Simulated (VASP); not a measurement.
# NaLa (P-6m2) in VASP: notebook, part 2 of 2

VASP 6.6.1. The steps go on from the part before.

## 4. Single point, LDA (volume scaled by 0.98)

INCAR reads:

```
SYSTEM = NaLa
PREC = Accurate
ENCUT = 520
EDIFF = 1E-7
ISMEAR = 0
SIGMA = 0.05
LREAL = .False.
LASPH = .True.
NELM = 80
ALGO = Normal
ISIF = 2
LWAVE = .False.
LCHARG = .False.
NBANDS = 16
```

KPOINTS reads:

```
regular mesh
0
Gamma
  9 9 4
  0 0 0
```

POSCAR reads:

```
NaLa
1.0
    3.5820470154      0.0000000000      0.0000000000
   -1.7910235077      3.1021437129      0.0000000000
    0.0000000000      0.0000000000      6.4402653734
La Na
1 1
Direct
    0.0000000000      0.0000000000      0.5000000000
    0.6666666667      0.3333333333      0.0000000000
```

Potentials or basis: VASP PAW LDA potentials, release 64 (La, Na_pv).

On the command line:

```sh
$ cat potpaw_LDA.64/La/POTCAR potpaw_LDA.64/Na_pv/POTCAR > POTCAR
$ mpirun -np 1 vasp_std > vasp.out
```

OUTCAR:

```text
SYSTEM = NaLa
   PREC = Accurate
   ENCUT = 520
   EDIFF = 1E-7
   ISMEAR = 0
   LREAL = .False.
   LASPH = .True.
   NELM = 80
   ISIF = 2

 ion  position               nearest neighbor table
   1  0.000  0.000  0.500-
   2  0.667  0.333  0.000-

  LATTYP: Found a hexagonal cell.
 ALAT       =     3.5820470154
 C/A-ratio  =     1.7979287669

  Lattice vectors:

 A1 = (   3.5820470154,   0.0000000000,   0.0000000000)
 A2 = (  -1.7910235077,   3.1021437129,   0.0000000000)
 A3 = (   0.0000000000,   0.0000000000,   6.4402653734)

Analysis of symmetry for initial positions (statically):
=====================================================================
 Subroutine PRICEL returns:
 Original cell was already a primitive cell.

 Routine SETGRP: Setting up the symmetry group for a
 hexagonal supercell.

 Subroutine GETGRP returns: Found 12 space group operations
 (whereof 12 operations were pure point group operations)
 out of a pool of 24 trial point group operations.

The static configuration has the point symmetry D_3h.

[... 155 lines left out ...]
  ext. energy  EPLUGINS =         0.00000000
  ---------------------------------------------------
  free energy    TOTEN  =        -6.58489738 eV

  energy without entropy =       -6.57905314  energy(sigma->0) =       -6.58197526

 E-fermi :   4.1090     XC(G=0):  -8.4462

 val. band max:        4.0877960503   @ k =   0.3333   0.3333   0.2500
 cond. band min:       4.1106064812   @ k =   0.3333   0.3333   0.2500
 fundamental gap:      0.0228104309
 Fermi energy:         4.1090116531

 k-point     1 :       0.0000    0.0000    0.0000
  band No.  band energies     occupation
      1     -28.8691      2.00000
      2     -20.3304      2.00000
      3     -20.3252      2.00000
      4     -20.3252      2.00000
      5     -12.6611      2.00000
      6     -11.7479      2.00000
[... 433 lines left out ...]
      3     -20.3557      2.00000
      4     -20.3225      2.00000
      5     -12.8302      2.00000
      6     -12.8279      2.00000
[... 8 lines left out ...]
     15       5.5663      0.00000
     16       5.7874      0.00000

 [... further k-points ...]
[... 5 lines left out ...]
  --------------------------------------------------------------------------------------
  -------------------------------------------------------------------------------------
  Total       -0.9702665     -0.9702665     -0.6128745      0.0000000     -0.0000000      0.0000000
  in kB      -21.7222431    -21.7222431    -13.7209822      0.0000000     -0.0000000      0.0000000
  external PRESSURE =     -19.0551561 kB  Pullay stress =       0.0000000 kB

 VOLUME and BASIS-vectors are now :
 -----------------------------------------------------------------------------
  energy-cutoff  :      520.00
  volume of cell :       71.56
      direct lattice vectors                 reciprocal lattice vectors
     3.582047015  0.000000000  0.000000000     0.279169982  0.161178864  0.000000000
    -1.791023508  3.102143713  0.000000000     0.000000000  0.322357728  0.000000000
     0.000000000  0.000000000  6.440265373     0.000000000  0.000000000  0.155273105

 POSITION                                       TOTAL-FORCE (eV/Angst)
 -----------------------------------------------------------------------------------
      0.00000      0.00000      3.22013        -0.000000      0.000000      0.000000
      1.79102      1.03405      0.00000         0.000000      0.000000      0.000000
 -----------------------------------------------------------------------------------
    total drift:                               -0.000000      0.000000      0.000000

  FREE ENERGIE OF THE ION-ELECTRON SYSTEM (eV)
  ---------------------------------------------------
  free  energy   TOTEN  =        -6.5848973844 eV

  energy  without entropy=       -6.5790531434  energy(sigma->0) =       -6.58197526
```

Run time: 23 s. Hardware: 1 thread of AMD EPYC 9R45 (Zen 5), shared host; peak memory 0.16 GiB.

What came out:

* Free energy: -6.5849 eV
* Pressure: -1.9 GPa
* Band gap on the k mesh: zero (band 9 reaches 4.31 eV, above the bottom of band 10 at 3.78 eV)

Stress tensor (GPa, compression positive):
```
-2.17  0.00  0.00
 0.00 -2.17  0.00
 0.00  0.00 -1.37
```

Levels at points of the mesh, in eV from the Fermi level:
```csv
k point,band 7,band 8,band 9,band 10,band 11,band 12
"(0.00, 0.00, 0.00)",-15.86,-3.31,-1.25,0.80,0.96,1.51
"(0.00, 0.00, 0.50)",-15.86,-2.34,-2.05,-0.03,0.96,1.23
```

Caveat: the cell differs from its parent crystal (volume scaled by 0.98); spin-orbit coupling is left out, which moves the levels of the heavy elements.

## 5. Single point, LDA

This run uses another cell than the first one, of 36.51 Å³/atom, 1.064 times its volume.

INCAR reads:

```
SYSTEM = NaLa
PREC = Accurate ; ENCUT = 520
EDIFF = 1E-6 ; ISMEAR = 0
SIGMA = 0.05 ; LREAL = .False.
LASPH = .True. ; NELM = 80
ALGO = Fast ; ISIF = 2
LWAVE = .False. ; LCHARG = .False.
NBANDS = 16
```

KPOINTS reads:

```
Automatic mesh
0
Gamma
  9 9 4
  0 0 0
```

POSCAR reads:

```
NaLa
1.0
    3.6062507700      0.0000000000      0.0000000000
   -1.8031253850      3.1231047792      0.0000000000
    0.0000000000      0.0000000000      6.4837820000
La Na
1 1
Direct
    0.0000000000      0.0000000000      0.5000000000
    0.6666666667      0.3333333333      0.0000000000
```

On the command line:

```sh
$ cat potpaw_LDA.64/La/POTCAR potpaw_LDA.64/Na_pv/POTCAR > POTCAR
$ mpirun -np 1 vasp_std > vasp.out
```

It took 61 s on 1 thread of AMD EPYC 9R45 (Zen 5), shared host; peak memory 0.17 GiB.

The run converged. Its results:

| Item | Value |
| --- | --- |
| Free energy | -6.5665 eV |
| Pressure | -2.2 GPa |
| Band gap on the k mesh | zero (band 9 reaches 4.19 eV, above the bottom of band 10 at 3.67 eV) |

Stress tensor (GPa, compression positive):
```
-2.41  0.00  0.00
 0.00 -2.41  0.00
 0.00  0.00 -1.65
```

Levels at points of the mesh, in eV from the Fermi level:
```csv
k point,band 5,band 6,band 7,band 8,band 9,band 10,band 11,band 12,band 13,band 14
"(0.00, 0.00, 0.00)",-16.79,-15.92,-15.92,-3.29,-1.24,0.77,0.95,1.47,1.47,1.66
"(0.00, 0.00, 0.50)",-16.80,-15.92,-15.92,-2.35,-2.03,-0.02,0.95,1.20,1.47,1.47
```

Caveat: spin-orbit coupling is left out, which moves the levels of the heavy elements.

## 6. Summary

```tsv
cell	gap on the mesh (eV)	pressure (GPa)
a = 3.533, b = 3.533, c = 6.351 Å, angles 90.0, 90.0, 120.0°, 2 atoms	none	-1.4
a = 3.558, b = 3.558, c = 6.396 Å, angles 90.0, 90.0, 120.0°, 2 atoms	none	-1.6
a = 3.582, b = 3.582, c = 6.440 Å, angles 90.0, 90.0, 120.0°, 2 atoms	none	-1.9
a = 3.606, b = 3.606, c = 6.484 Å, angles 90.0, 90.0, 120.0°, 2 atoms	none	-2.2
```

Alike in all rows: task single point; level LDA; potentials or basis VASP PAW LDA potentials, release 64 (La, Na_pv); no spin polarisation; k mesh 9 × 9 × 4; cutoff (eV) 520; smearing gaussian 0.05 eV.

Caveats: spin-orbit coupling is left out, which moves the levels of the heavy elements.

Absolute energies hang on the potentials; compare differences alone.
